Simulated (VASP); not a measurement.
# Sr3Zn (Pm-3m) in VASP: a series of runs, part 2 of 2

VASP 6.6.1.

## Step 5: Single point, PBEsol

This run uses another cell than the first one, of 42.79 Å³/atom, 1.061 times its volume.

The input, INCAR:

```
PREC = Accurate
ENCUT = 500
EDIFF = 1E-6
ISMEAR = -1
SIGMA = 0.1
LREAL = False
LASPH = True
NELM = 120
ALGO = Normal
ISIF = 2
LWAVE = False
LCHARG = False
GGA = PS
NBANDS = 29
GGA_COMPAT = False
```

The input, KPOINTS:

```
Automatic mesh
0
Gamma
  4 4 4
```

The input, POSCAR:

```
Sr3Zn
1.0
    5.5520547697      0.0000000000      0.0000000000
    0.0000000000      5.5520547697      0.0000000000
    0.0000000000      0.0000000000      5.5520547697
Sr Zn
3 1
Direct
    0.5000000000      0.0000000000      0.5000000000
    0.5000000000      0.5000000000      0.0000000000
    0.0000000000      0.5000000000      0.5000000000
    0.0000000000      0.0000000000      0.0000000000
```

Potentials or basis: VASP PAW PBE potentials, release 64 (Sr_sv, Zn).

On the command line:

```console
cat potpaw_PBE.64/Sr_sv/POTCAR potpaw_PBE.64/Zn/POTCAR > POTCAR
mpirun -np 1 vasp_std > vasp.out
```

OUTCAR:

```text
PREC = Accurate
   ENCUT = 500
   EDIFF = 1E-6
   ISMEAR = -1
   LREAL = False
   LASPH = True
   NELM = 120
   ISIF = 2
   GGA = PS

 ion  position               nearest neighbor table
   1  0.500  0.000  0.500-   2 3.93   3 3.93   4 3.93   2 3.93   4 3.93   2 3.93   3 3.93   2 3.93
                             3 3.93   4 3.93   4 3.93   3 3.93
   2  0.500  0.500  0.000-   1 3.93   3 3.93   4 3.93   1 3.93   3 3.93   1 3.93   4 3.93   1 3.93
                             3 3.93   4 3.93   3 3.93   4 3.93
   3  0.000  0.500  0.500-   1 3.93   2 3.93   4 3.93   2 3.93   4 3.93   1 3.93   4 3.93   4 3.93
[... 506 lines left out ...]
  --------------------------------------------------------------------------------------
  -------------------------------------------------------------------------------------
  Total       -1.4811682     -1.4811682     -1.4811682      0.0000000     -0.0000000      0.0000000
  in kB      -13.8660809    -13.8660809    -13.8660809      0.0000000     -0.0000000      0.0000000
  external PRESSURE =     -13.8660809 kB  Pullay stress =       0.0000000 kB

 VOLUME and BASIS-vectors are now :
 -----------------------------------------------------------------------------
  energy-cutoff  :      500.00
  volume of cell :      171.14
      direct lattice vectors                 reciprocal lattice vectors
     5.552054770  0.000000000  0.000000000     0.180113497  0.000000000  0.000000000
     0.000000000  5.552054770  0.000000000     0.000000000  0.180113497  0.000000000
     0.000000000  0.000000000  5.552054770     0.000000000  0.000000000  0.180113497

 POSITION                                       TOTAL-FORCE (eV/Angst)
 -----------------------------------------------------------------------------------
      2.77603      0.00000      2.77603         0.000000      0.000000      0.000000
      2.77603      2.77603      0.00000         0.000000      0.000000      0.000000
      0.00000      2.77603      2.77603         0.000000      0.000000      0.000000
      0.00000      0.00000      0.00000         0.000000      0.000000      0.000000
 -----------------------------------------------------------------------------------
    total drift:                               -0.000000     -0.000000     -0.000000

  FREE ENERGIE OF THE ION-ELECTRON SYSTEM (eV)
  ---------------------------------------------------
  free  energy   TOTEN  =        -6.6908727465 eV

  energy  without entropy=       -6.5223983801  energy(sigma->0) =       -6.60663556
```

OSZICAR:

```text
N       E                     dE             d eps       ncg     rms          rms(c)
DAV:   1     0.302519096604E+03    0.30252E+03   -0.18902E+04   580   0.130E+03
DAV:   2     0.225805125355E+02   -0.27994E+03   -0.27347E+03   615   0.323E+02
DAV:   3    -0.523940265453E+01   -0.27820E+02   -0.27540E+02   881   0.884E+01
DAV:   4    -0.678817556345E+01   -0.15488E+01   -0.15383E+01   835   0.171E+01
DAV:   5    -0.685766012430E+01   -0.69485E-01   -0.69452E-01   912   0.323E+00    0.238E+01
DAV:   6    -0.670553718774E+01    0.15212E+00   -0.79622E-01   670   0.575E+00    0.130E+01
DAV:   7    -0.669570572620E+01    0.98315E-02   -0.16987E-01   824   0.320E+00    0.171E+00
DAV:   8    -0.669083117743E+01    0.48745E-02   -0.31652E-02   851   0.118E+00    0.382E-01
DAV:   9    -0.669077245049E+01    0.58727E-04   -0.34243E-03   782   0.186E-01    0.914E-02
DAV:  10    -0.669086694374E+01   -0.94493E-04   -0.29128E-04   883   0.764E-02    0.378E-02
DAV:  11    -0.669087212142E+01   -0.51777E-05   -0.20286E-05   723   0.202E-02    0.128E-02
DAV:  12    -0.669087274646E+01   -0.62504E-06   -0.32072E-06   569   0.103E-02
   1 F= -.66908727E+01 E0= -.66066356E+01  d E =-.168474E+00
```

Run time: 18 s. Hardware: 1 thread of Intel Xeon Platinum 8559C (Emerald Rapids), shared host; peak memory 0.26 GiB.

What came out:

```yaml
Free_energy: -6.6909 eV
Pressure: -1.4 GPa
Band_gap_on_the_k_mesh: zero (band 21 reaches 2.05 eV, above the bottom of band 22 at 1.51 eV)
```

Caveat: the PAW data sets were made with another functional, which shifts forces and pressure a little.

## Step 6: Single point, PBEsol

This run uses another cell than the first one, of 43.61 Å³/atom, 1.082 times its volume.

The input, INCAR:

```
PREC     = Accurate       # precision mode
ENCUT    = 500            # plane-wave cutoff, eV
EDIFF    = 1E-6           # SCF threshold, eV
ISMEAR   = -1             # smearing method
SIGMA    = 0.1            # smearing width, eV
LREAL    = F              # projectors in reciprocal space
LASPH    = T              # aspherical terms in the spheres
NELM     = 120            # most SCF steps
ALGO     = Normal         # electronic algorithm
ISIF     = 2              # what is computed and relaxed
LWAVE    = F              # write WAVECAR
LCHARG   = F              # write CHGCAR
GGA      = PS             # functional
NBANDS   = 29             # bands
GGA_COMPAT= F
```

The input, KPOINTS:

```
regular mesh
0
Gamma
  4 4 4
```

The input, POSCAR:

```
Sr3Zn
1.0
    5.5874191293      0.0000000000      0.0000000000
    0.0000000000      5.5874191293      0.0000000000
    0.0000000000      0.0000000000      5.5874191293
Sr Zn
3 1
Direct
    0.5000000000      0.0000000000      0.5000000000
    0.5000000000      0.5000000000      0.0000000000
    0.0000000000      0.5000000000      0.5000000000
    0.0000000000      0.0000000000      0.0000000000
```

Potentials or basis: VASP PAW PBE potentials, release 64 (Sr_sv, Zn).

On the command line:

```console
cat potpaw_PBE.64/Sr_sv/POTCAR potpaw_PBE.64/Zn/POTCAR > POTCAR
mpirun -np 1 vasp_std > vasp.out
```

Wall time 21 s (1 thread of Intel Xeon Platinum 8559C (Emerald Rapids), shared host); peak memory 0.27 GiB.

The run converged. Its results:

- Free energy: -6.6606 eV
- Pressure: -1.6 GPa
- Band gap on the k mesh: zero (band 21 reaches 1.98 eV, above the bottom of band 22 at 1.44 eV)

Levels at points of the mesh, in eV from the Fermi level:
```tsv
k point	band 17	band 18	band 19	band 20	band 21	band 22	band 23	band 24	band 25	band 26
(0.00, 0.00, 0.00)	-6.76	-4.68	-1.71	0.09	0.09	0.73	0.73	0.73	0.94	0.94
(0.50, 0.00, 0.00)	-6.76	-3.85	-2.58	-0.28	0.25	0.25	1.08	1.14	1.26	1.51
(0.50, 0.50, 0.00)	-6.75	-3.44	-1.50	-1.50	-0.93	0.22	1.00	1.24	1.24	1.85
(0.50, 0.50, 0.50)	-6.75	-3.47	-0.70	-0.70	-0.70	-0.12	-0.12	-0.12	0.51	2.39
```

Caveat: the PAW data sets were made with another functional, which shifts forces and pressure a little.

## Step 7: The runs side by side

| cell | gap on the mesh (eV) | pressure (GPa) |
| --- | --- | --- |
| a = 5.443 Å, 4 atoms | none | -0.7 |
| a = 5.480 Å, 4 atoms | none | -1.0 |
| a = 5.516 Å, 4 atoms | none | -1.2 |
| a = 5.552 Å, 4 atoms | none | -1.4 |
| a = 5.587 Å, 4 atoms | none | -1.6 |

Alike in all rows: task single point; level PBEsol; potentials or basis VASP PAW PBE potentials, release 64 (Sr_sv, Zn); no spin polarisation; k mesh 4 × 4 × 4; cutoff (eV) 500; smearing fermi-dirac 0.1 eV.

Caveats: the PAW data sets were made with another functional, which shifts forces and pressure a little.

Absolute energies hang on the potentials; compare differences alone.
